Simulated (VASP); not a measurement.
# C in VASP: notebook, part 2 of 2

VASP 6.6.1.

## (3) Single point, r2SCAN

This run uses another cell than the first one, of 5.56 Å³/atom, 0.980 times its volume.

The input, POSCAR:

```
C
1.0
    0.0000000000      1.7833700000      1.7477026000
    1.7833700000      0.0000000000      1.7477026000
    1.7833700000      1.7833700000      0.0000000000
C
2
Direct
    0.0000000000      0.0000000000      0.0000000000
    0.2500000000      0.2500000000      0.2500000000
```

The input, INCAR.step1:

```
SYSTEM = C
ALGO = Normal
EDIFF = 1E-5
ENCUT = 660
GGA = PE
GGA_COMPAT = .False.
ISMEAR = -1
LASPH = .True.
LCHARG = .False.
LREAL = .False.
LWAVE = .True.
NBANDS = 11
NELM = 120
PREC = Accurate
SIGMA = 0.02
```

The input, INCAR.step2:

```
SYSTEM = C
ALGO = Normal
EDIFF = 1E-6
ENCUT = 660
GGA_COMPAT = .False.
ISIF = 2
ISMEAR = -1
ISTART = 1
LASPH = .True.
LCHARG = .False.
LMIXTAU = .True.
LREAL = .False.
LWAVE = .False.
METAGGA = R2SCAN
NBANDS = 11
NELM = 120
PREC = Accurate
SIGMA = 0.02
```

The input, KPOINTS:

```
k-points
0
Gamma
  9 9 9
  0 0 0
```

Potentials or basis: VASP PAW PBE potentials, release 64 (C).

Started as:

```console
> cat potpaw_PBE.64/C/POTCAR > POTCAR
> cp INCAR.step1 INCAR
> mpirun -np 1 vasp_std > vasp.out
> cp INCAR.step2 INCAR
> mpirun -np 1 vasp_std > vasp.out
```

OUTCAR:

```text
SYSTEM = C
   EDIFF = 1E-6
   ENCUT = 660
   ISIF = 2
   ISMEAR = -1
   ISTART = 1
   LASPH = .True.
   LREAL = .False.
   METAGGA = R2SCAN
   NELM = 120
   PREC = Accurate

 ion  position               nearest neighbor table
   1  0.000  0.000  0.000-   2 1.53   2 1.53   2 1.53   2 1.53
   2  0.250  0.250  0.250-   1 1.53   1 1.53   1 1.53   1 1.53

  LATTYP: Found a body centered tetragonal cell.
 ALAT       =     2.5220660407
 C/A-ratio  =     1.3859292911

  Lattice vectors:

 A1 = (   0.0000000000,  -1.7833700000,  -1.7477026000)
 A2 = (   0.0000000000,   1.7833700000,  -1.7477026000)
 A3 = (   1.7833700000,   0.0000000000,   1.7477026000)

Analysis of symmetry for initial positions (statically):
=====================================================================
 Subroutine PRICEL returns:
 Original cell was already a primitive cell.

 Routine SETGRP: Setting up the symmetry group for a
 body centered tetragonal supercell.

 Subroutine GETGRP returns: Found 16 space group operations
 (whereof  8 operations were pure point group operations)
 out of a pool of 16 trial point group operations.

The static configuration has the point symmetry D_2d.
 The point group associated with its full space group is D_4h.
[... 166 lines left out ...]
 fundamental gap:      3.8494522873
 Fermi energy:        10.7633467949

 k-point     1 :       0.0000    0.0000    0.0000
  band No.  band energies     occupation
      1     -12.9688      2.00000
      2       9.9007      2.00000
      3       9.9007      2.00000
      4      10.2169      2.00000
      5      15.7200      0.00000
      6      15.9932      0.00000
      7      15.9932      0.00000
      8      24.3038      0.00000
      9      30.6903      0.00000
     10      37.0740      0.00000
     11      38.1017      0.00000
[... 309 lines left out ...]
 k-point    24 :       0.4444    0.4444    0.0000
  band No.  band energies     occupation
      1      -5.3695      2.00000
      2      -1.5337      2.00000
      3       3.1325      2.00000
      4       3.1325      2.00000
      5      14.2573      0.00000
      6      15.4769      0.00000
      7      27.8498      0.00000
      8      27.8498      0.00000
      9      34.6735      0.00000
     10      35.5339      0.00000
     11      44.4728      0.00000

 [... further k-points ...]
[... 5 lines left out ...]
  --------------------------------------------------------------------------------------
  -------------------------------------------------------------------------------------
  Total        0.0263581      0.0263581      1.4079006      0.0000000     -0.0000000      0.0000000
  in kB        3.7987792      3.7987792    202.9093811      0.0000000     -0.0000000      0.0000000
  external PRESSURE =      70.1689798 kB  Pullay stress =       0.0000000 kB

 VOLUME and BASIS-vectors are now :
 -----------------------------------------------------------------------------
  energy-cutoff  :      660.00
  volume of cell :       11.12
      direct lattice vectors                 reciprocal lattice vectors
     0.000000000  1.783370000  1.747702600    -0.280368067  0.280368067  0.286089864
     1.783370000  0.000000000  1.747702600     0.280368067 -0.280368067  0.286089864
     1.783370000  1.783370000  0.000000000     0.280368067  0.280368067 -0.286089864

 POSITION                                       TOTAL-FORCE (eV/Angst)
 -----------------------------------------------------------------------------------
      0.00000      0.00000      0.00000        -0.000000     -0.000000      0.000000
      0.89168      0.89168      0.87385         0.000000      0.000000     -0.000000
 -----------------------------------------------------------------------------------
    total drift:                               -0.000000      0.000000      0.000000

  FREE ENERGIE OF THE ION-ELECTRON SYSTEM (eV)
  ---------------------------------------------------
  free  energy   TOTEN  =       -19.6550600613 eV

  energy  without entropy=      -19.6550600613  energy(sigma->0) =      -19.65506006
```

OUTCAR.step1:

```text
SYSTEM = C
   EDIFF = 1E-5
   ENCUT = 660
   GGA = PE
   ISMEAR = -1
[... 561 lines left out ...]
      0.00000      0.00000      0.00000        -0.000000     -0.000000     -0.000000
      0.89168      0.89168      0.87385         0.000000      0.000000      0.000000
 -----------------------------------------------------------------------------------
    total drift:                               -0.000000      0.000000      0.000000

  FREE ENERGIE OF THE ION-ELECTRON SYSTEM (eV)
  ---------------------------------------------------
  free  energy   TOTEN  =       -18.1754670478 eV

  energy  without entropy=      -18.1754670478  energy(sigma->0) =      -18.17546705
```

OSZICAR.step1:

```text
N       E                     dE             d eps       ncg     rms          rms(c)
DAV:   1     0.503341650148E+01    0.50334E+01   -0.58049E+03  1674   0.879E+02
DAV:   2    -0.183418165259E+02   -0.23375E+02   -0.22444E+02  2213   0.139E+02
DAV:   3    -0.188507700205E+02   -0.50895E+00   -0.50763E+00  1944   0.163E+01
DAV:   4    -0.188516181209E+02   -0.84810E-03   -0.84809E-03  1767   0.826E-01
DAV:   5    -0.188516191296E+02   -0.10087E-05   -0.10087E-05  1901   0.278E-02    0.567E+00
DAV:   6    -0.183443102783E+02    0.50731E+00   -0.26402E-01  1686   0.364E+00    0.339E+00
DAV:   7    -0.181735583216E+02    0.17075E+00   -0.32206E-01  1764   0.408E+00    0.782E-01
DAV:   8    -0.181754083836E+02   -0.18501E-02   -0.90411E-03  1743   0.720E-01    0.438E-02
DAV:   9    -0.181754459105E+02   -0.37527E-04   -0.59557E-05  1941   0.626E-02    0.245E-02
DAV:  10    -0.181754669933E+02   -0.21083E-04   -0.15320E-05  1758   0.348E-02    0.521E-03
DAV:  11    -0.181754670478E+02   -0.54482E-07   -0.24063E-07   858   0.458E-03
   1 F= -.18175467E+02 E0= -.18175467E+02  d E =-.142307E-12
```

It used 81 s of CPU time on 1 thread of AMD EPYC 7R13 Processor (Zen 3), with other jobs on the host.

What came out:

* Free energy: -19.6551 eV
* Pressure: 7.0 GPa
* Band gap on the k mesh: 3.85 eV, indirect (least direct gap 5.50 eV)

Caveat: the PAW data sets were made with another functional, which shifts forces and pressure a little. r2SCAN opens gaps a little over a GGA but as a rule still falls short of measured ones.
